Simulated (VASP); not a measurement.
# MgAsIr3 (Pm-3m) in VASP: single point with PBE

Aim: the single point of MgAsIr3 with PBE.

Program: VASP 6.6.1. These are calculated values, not measurements. Logs are shortened: lines on timing, memory, paths and dates and some standing lists are left out, and cuts for length are marked.

## (1) The cell of the first run

It takes space group Pm-3m (No. 221, cubic). Conventional cell: a = 4.417 Å, b = 4.417 Å, c = 4.417 Å, α = 90.00°, β = 90.00°, γ = 90.00°. Within 4.1 Å of Mg (site symmetry m-3m) lie 12 Ir at 3.12 Å and 8 As at 3.83 Å. As (site symmetry m-3m) has 6 Ir at 2.21 Å within 2.9 Å. Ir (site symmetry 4/mmm) has 2 As at 2.21 Å within 2.9 Å.

The cell was built from a structure type or drawn by symmetry, and may not be a known phase.

## (2) Single point, PBE

INCAR reads:

```
SYSTEM = MgAsIr3
ALGO = Normal
EDIFF = 1E-6
ENCUT = 750
GGA = PE
GGA_COMPAT = .False.
ISIF = 2
ISMEAR = 0
LASPH = .True.
LCHARG = .False.
LREAL = .False.
LWAVE = .False.
NBANDS = 46
NELM = 120
PREC = Accurate
SIGMA = 0.1
```

KPOINTS reads:

```
k-points
0
Gamma
  4 4 4
  0 0 0
```

POSCAR reads:

```
MgAsIr3
1.0
    4.4168430300      0.0000000000      0.0000000000
    0.0000000000      4.4168430300      0.0000000000
    0.0000000000      0.0000000000      4.4168430300
Mg As Ir
1 1 3
Direct
    0.0000000000      0.0000000000      0.0000000000
    0.5000000000      0.5000000000      0.5000000000
    0.5000000000      0.5000000000      0.0000000000
    0.0000000000      0.5000000000      0.5000000000
    0.5000000000      0.0000000000      0.5000000000
```

Potentials or basis: VASP PAW PBE potentials, release 64 (Mg_sv, As_d, Ir_sv_GW).

Run with:

```sh
cat potpaw_PBE.64/Mg_sv/POTCAR potpaw_PBE.64/As_d/POTCAR potpaw_PBE.64/Ir_sv_GW/POTCAR > POTCAR
mpirun -np 1 vasp_std > vasp.out
```

OUTCAR:

```text
SYSTEM = MgAsIr3
   EDIFF = 1E-6
   ENCUT = 750
   GGA = PE
   ISIF = 2
   ISMEAR = 0
   LASPH = .True.
   LREAL = .False.
   NELM = 120
   PREC = Accurate

 ion  position               nearest neighbor table
   1  0.000  0.000  0.000-
   2  0.500  0.500  0.500-   3 2.21   4 2.21   5 2.21   3 2.21   5 2.21   4 2.21
   3  0.500  0.500  0.000-   2 2.21   2 2.21   5 3.12   4 3.12   4 3.12   5 3.12   5 3.12   5 3.12
                             4 3.12   4 3.12
   4  0.000  0.500  0.500-   2 2.21   2 2.21   5 3.12   3 3.12   5 3.12   3 3.12   3 3.12   5 3.12
                             3 3.12   5 3.12
   5  0.500  0.000  0.500-   2 2.21   2 2.21   4 3.12   3 3.12   3 3.12   3 3.12   4 3.12   3 3.12
                             4 3.12   4 3.12

  LATTYP: Found a simple cubic cell.
 ALAT       =     4.4168430300

  Lattice vectors:

 A1 = (   4.4168430300,   0.0000000000,   0.0000000000)
 A2 = (   0.0000000000,   4.4168430300,   0.0000000000)
 A3 = (   0.0000000000,   0.0000000000,   4.4168430300)

Analysis of symmetry for initial positions (statically):
=====================================================================
 Subroutine PRICEL returns:
 Original cell was already a primitive cell.

 Routine SETGRP: Setting up the symmetry group for a
 simple cubic supercell.

 Subroutine GETGRP returns: Found 48 space group operations
 (whereof 48 operations were pure point group operations)
 out of a pool of 48 trial point group operations.

The static configuration has the point symmetry O_h .

Analysis of symmetry for dynamics (positions and initial velocities):
=====================================================================
 Subroutine PRICEL returns:
 Original cell was already a primitive cell.

 Routine SETGRP: Setting up the symmetry group for a
 simple cubic supercell.

 Subroutine GETGRP returns: Found 48 space group operations
 (whereof 48 operations were pure point group operations)
 out of a pool of 48 trial point group operations.

The dynamic configuration has the point symmetry O_h .

 Subroutine INISYM returns: Found 48 space group operations
 (whereof 48 operations are pure point group operations),
 and found     1 'primitive' translations

----------------------------------------------------------------------------------------

                                     Primitive cell

  volume of cell :      86.1660

  direct lattice vectors                    reciprocal lattice vectors
     4.416843030  0.000000000  0.000000000     0.226406054  0.000000000  0.000000000
     0.000000000  4.416843030  0.000000000     0.000000000  0.226406054  0.000000000
     0.000000000  0.000000000  4.416843030     0.000000000  0.000000000  0.226406054

  length of vectors
     4.416843030  4.416843030  4.416843030     0.226406054  0.226406054  0.226406054

  position of ions in fractional coordinates (direct lattice)
     0.000000000  0.000000000  0.000000000
     0.500000000  0.500000000  0.500000000
     0.500000000  0.500000000  0.000000000
     0.000000000  0.500000000  0.500000000
     0.500000000  0.000000000  0.500000000

  ion indices of the primitive-cell ions
   primitive index   ion index
                 1           1
                 2           2
                 3           3
                 4           4
                 5           5

----------------------------------------------------------------------------------------

 KPOINTS: k-points

Automatic generation of k-mesh.
 Grid dimensions read from file:
 generate k-points for:    4    4    4

 Generating k-lattice:

  Cartesian coordinates                     Fractional coordinates (reciprocal lattice)
     0.056601513  0.000000000  0.000000000     0.250000000  0.000000000  0.000000000
     0.000000000  0.056601513  0.000000000     0.000000000  0.250000000  0.000000000
     0.000000000  0.000000000  0.056601513     0.000000000  0.000000000  0.250000000

  Length of vectors
     0.056601513  0.056601513  0.056601513

  Shift w.r.t. Gamma in fractional coordinates (k-lattice)
     0.000000000  0.000000000  0.000000000

 Subroutine IBZKPT returns following result:
 ===========================================

 Found     10 irreducible k-points:

 Following reciprocal coordinates:
            Coordinates               Weight
  0.000000  0.000000  0.000000      1.000000
  0.250000  0.000000  0.000000      6.000000
  0.500000  0.000000  0.000000      3.000000
  0.250000  0.250000  0.000000     12.000000
  0.500000  0.250000  0.000000     12.000000
  0.500000  0.500000  0.000000      3.000000
  0.250000  0.250000  0.250000      8.000000
  0.500000  0.250000  0.250000     12.000000
  0.500000  0.500000  0.250000      6.000000
  0.500000  0.500000  0.500000      1.000000
   k-points           NKPTS =     10   k-points in BZ     NKDIM =     10   number of bands    NBANDS=     46
   number of dos      NEDOS =    301   number of ions     NIONS =      5
   total plane-waves  NPLWV =  64000
   dimension x,y,z NGX =    40 NGY =   40 NGZ =   40
   dimension x,y,z NGXF=    80 NGYF=   80 NGZF=   80
   ions per type =               1   1   3
   NGX,Y,Z   is equivalent  to a cutoff of  15.06, 15.06, 15.06 a.u.
   NGXF,Y,Z  is equivalent  to a cutoff of  30.11, 30.11, 30.11 a.u.
 SYSTEM =  MgAsIr3
   PREC   = accura    normal or accurate (medium, high low for compatibility)
   ISTART =      0    job   : 0-new  1-cont  2-samecut
   ICHARG =      2    charge: 1-file 2-atom 10-const
   ISPIN  =      1    spin polarized calculation?
   LNONCOLLINEAR =      F non collinear calculations
   LSORBIT =      F    spin-orbit coupling
   LASPH  =      T    aspherical Exc in radial PAW
   ENCUT  =  750.0 eV  55.12 Ry    7.42 a.u.   9.86  9.86  9.86*2*pi/ulx,y,z
   NELM   =    120;   NELMIN=  2; NELMDL= -5     # of ELM steps
   EDIFF  = 0.1E-05   stopping-criterion for ELM
   LREAL  =      F    real-space projection
   EDIFFG = 0.1E-04   stopping-criterion for IOM
   NSW    =      0    number of steps for IOM
   IBRION =     -1    ionic relax: 0-MD 1-quasi-New 2-CG
   NFREE  =      0    steps in history (QN), initial steepest desc. (CG)
   ISIF   =      2    stress and relaxation
   ISYM   =      2    0-nonsym 1-usesym 2-fastsym
   POTIM  = 0.5000    time-step for ionic-motion
   TEBEG  =    0.0;   TEEND  =   0.0 temperature during run
   PSTRESS=    0.0 pullay stress
   NELECT =      76.0000    total number of electrons
   NUPDOWN=      -1.0000    fix difference up-down
   EMIN   =  10.00;   EMAX   =-10.00  energy-range for DOS
   EFERMI =   0.00;   METHOD = LEGACY
   ISMEAR =     0;   SIGMA  =   0.10  broadening in eV -4-tet -1-fermi 0-gaus
   EFERMI_NEDOS =   21; number of points for ismear=-14 and -15
   IALGO  =     38    algorithm
   IMIX   =      4    mixing-type and parameters
     AMIX     =   0.40;   BMIX     =  1.00
     AMIX_MAG =   1.60;   BMIX_MAG =  1.00
  volume/ion in A,a.u.               =      17.23       116.30
  Fermi-wavevector in a.u.,A,eV,Ry     =   1.570004  2.966877 33.537167  2.464912
  Thomas-Fermi vector in A             =   2.671802
   LORBIT       =      0    0 simple, 1 ext, 2 COOP (PROOUT), +10 PAW based schemes
   GGA     = PE    functional components
   LHFCALC =     F    Hartree Fock is set to
   AEXX    =    0.0000 exact exchange contribution
   IVDW    =     0    specifies the selected vdW correction
   LEPSILON=     F    determine dielectric tensor
   LRPA    =     F    only Hartree local field effects (RPA)
 non-spin polarized calculation
 Gauss-broadening in eV      SIGMA  =   0.10
  energy-cutoff  :      750.00
  volume of cell :       86.17
 maximum number of plane-waves:      4068
 NGX is ok and might be reduce to    40
   NGX = 19   NGY = 19   NGZ = 19

 number of electron      76.0000018 magnetization

 Free energy of the ion-electron system (eV)
  ---------------------------------------------------
  ext. energy  EPLUGINS =         0.00000000
  ---------------------------------------------------
  free energy    TOTEN  =       -30.66643974 eV

  energy without entropy =      -30.65344409  energy(sigma->0) =      -30.65994192

 E-fermi :   7.3894     XC(G=0): -12.0657

 val. band max:        7.3769031808   @ k =   0.5000   0.5000   0.0000
 cond. band min:       7.4950171860   @ k =   0.5000   0.2500   0.2500
 fundamental gap:      0.1181140052
 Fermi energy:         7.3893665073

 k-point     1 :       0.0000    0.0000    0.0000
  band No.  band energies     occupation
      1     -84.5539      2.00000
      2     -84.5436      2.00000
      3     -84.5436      2.00000
      4     -68.4907      2.00000
      5     -42.0499      2.00000
      6     -42.0499      2.00000
[... 38 lines left out ...]
     45      11.2300      0.00000
     46      12.3389      0.00000

 k-point     2 :       0.2500    0.0000    0.0000
  band No.  band energies     occupation
      1     -84.5527      2.00000
      2     -84.5451      2.00000
      3     -84.5436      2.00000
      4     -68.4909      2.00000
      5     -42.0565      2.00000
      6     -42.0487      2.00000
[... 38 lines left out ...]
     45      11.8881      0.00000
     46      14.1861      0.00000

 k-point     3 :       0.5000    0.0000    0.0000
  band No.  band energies     occupation
      1     -84.5505      2.00000
      2     -84.5475      2.00000
      3     -84.5437      2.00000
      4     -68.4910      2.00000
      5     -42.0632      2.00000
      6     -42.0475      2.00000
[... 38 lines left out ...]
     45      12.9188      0.00000
     46      13.9860      0.00000

 k-point     4 :       0.2500    0.2500    0.0000
  band No.  band energies     occupation
      1     -84.5516      2.00000
      2     -84.5456      2.00000
      3     -84.5445      2.00000
      4     -68.4909      2.00000
      5     -42.0871      2.00000
      6     -42.0475      2.00000
[... 234 lines left out ...]
     45      13.9250      0.00000
     46      14.0754      0.00000

 k-point     9 :       0.5000    0.5000    0.2500
  band No.  band energies     occupation
      1     -84.5475      2.00000
      2     -84.5475      2.00000
      3     -84.5473      2.00000
      4     -68.4909      2.00000
      5     -42.1611      2.00000
      6     -42.0178      2.00000
[... 38 lines left out ...]
     45      13.8966      0.00000
     46      16.7019      0.00000

 k-point    10 :       0.5000    0.5000    0.5000
  band No.  band energies     occupation
      1     -84.5475      2.00000
      2     -84.5475      2.00000
      3     -84.5475      2.00000
      4     -68.4909      2.00000
      5     -42.1868      2.00000
      6     -42.0005      2.00000
[... 38 lines left out ...]
     45      16.3574      0.00000
     46      17.3791      0.00000

------------------------ aborting loop because EDIFF is reached ----------------------------------------

  FORCE on cell =-STRESS in cart. coord.  units (eV):
  Direction    XX          YY          ZZ          XY          YZ          ZX
  --------------------------------------------------------------------------------------
  -------------------------------------------------------------------------------------
  Total        9.4920247      9.4920247      9.4920247     -0.0000000      0.0000000     -0.0000000
  in kB      176.4954629    176.4954629    176.4954629     -0.0000000      0.0000000     -0.0000000
  external PRESSURE =     176.4954629 kB  Pullay stress =       0.0000000 kB

 VOLUME and BASIS-vectors are now :
 -----------------------------------------------------------------------------
  energy-cutoff  :      750.00
  volume of cell :       86.17
      direct lattice vectors                 reciprocal lattice vectors
     4.416843030  0.000000000  0.000000000     0.226406054  0.000000000  0.000000000
     0.000000000  4.416843030  0.000000000     0.000000000  0.226406054  0.000000000
     0.000000000  0.000000000  4.416843030     0.000000000  0.000000000  0.226406054

 POSITION                                       TOTAL-FORCE (eV/Angst)
 -----------------------------------------------------------------------------------
      0.00000      0.00000      0.00000         0.000000      0.000000      0.000000
      2.20842      2.20842      2.20842         0.000000      0.000000      0.000000
      2.20842      2.20842      0.00000         0.000000      0.000000      0.000000
      0.00000      2.20842      2.20842         0.000000      0.000000      0.000000
      2.20842      0.00000      2.20842         0.000000      0.000000      0.000000
 -----------------------------------------------------------------------------------
    total drift:                                0.000000     -0.000000     -0.000000

  FREE ENERGIE OF THE ION-ELECTRON SYSTEM (eV)
  ---------------------------------------------------
  free  energy   TOTEN  =       -30.6664397394 eV

  energy  without entropy=      -30.6534440910  energy(sigma->0) =      -30.65994192
```

Run time: 84 s. Hardware: 1 thread of AMD EPYC 7R43 (Zen 3), shared host; peak memory 0.24 GiB.

Results:

```
Free energy            : -30.6664 eV
Pressure               : 17.6 GPa
Band gap on the k mesh : zero (bands 38 and 39 overlap by 0.20 eV)
```

Caveat: the cell stands under pressure; spin-orbit coupling is left out, which moves the levels of the heavy elements.
